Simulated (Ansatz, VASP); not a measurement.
**One calculation of W, two programs**

File INCAR:

```
SYSTEM = W
PREC = Accurate
ENCUT = 520
EDIFF = 1E-6
ISMEAR = 0
SIGMA = 0.15
LREAL = .False.
LASPH = .True.
NELM = 60
ALGO = Fast
ISIF = 2
LWAVE = .False.
LCHARG = .False.
GGA = CA
NBANDS = 13
```

The input KPOINTS:

```
Automatic mesh
0
Gamma
  20 20 20
  0 0 0
```

File POSCAR:

```
W
1.0
   -1.4844994732      1.5210356913      1.5210356913
    1.5210356913     -1.4844994732      1.5210356913
    1.5210356913      1.5210356913     -1.4844994732
W
1
Direct
    0.0000000000      0.0000000000      0.0000000000
```

Input for Ansatz:

```yaml
crystal:
  lattice:
    - [-1.4844994732, 1.5210356913, 1.5210356913]
    - [1.5210356913, -1.4844994732, 1.5210356913]
    - [1.5210356913, 1.5210356913, -1.4844994732]
  atoms:
    - { symbol: W, position: [0.0, 0.0, 0.0] }
basis:
  ecutwfc: 420
kpoints:
  mp_grid: { grid: [20, 20, 20] }
hamiltonian:
  xc: lda
  pseudopotentials: { kind: paw, azcp: { folder: soft_1 } }
scf:
  occupations: { method: gaussian, width: 0.15 }
output:
  forces: true
  stress: true
  eigenvalues: true
```

Change from the starting cell: equal engineering shear yz, xz and xy +0.0233, equal normal strain along x, y and z -0.0300.

Alike in both runs: task single point; functional LDA; k mesh 20 × 20 × 20; occupations gaussian, width 0.15 eV; no spin polarisation.

|  | VASP | Ansatz |
| --- | --- | --- |
| version | VASP 6.6.1 | Ansatz 0.2.0 |
| potentials or method | VASP PAW LDA potentials, release 64 (W_sv), cutoff 520 eV | scalar-relativistic, plane waves, PAW |
| valence electrons in the cell | 14 | 14 |

|  | VASP | Ansatz | Ansatz less VASP |
| --- | --- | --- | --- |
| gap on the k mesh at the Fermi level (eV) | none | none | - |
| pressure (GPa) | 40.1 | 37.3 | -2.80 |
| traceless stress, the component that is largest in VASP (GPa) | -4.82 | -4.71 | +0.114 |

Ansatz warns that its potentials were made for another functional, while VASP's fit it. LDA's correlation is that of Perdew and Zunger in VASP and of Perdew and Wang (1992) in Ansatz. A gap of «none» marks a metal or a gap that the smearing closes. Both programs put the cell under a high pressure, so it lies far from rest at this level.

Neither program's run includes spin-orbit coupling.
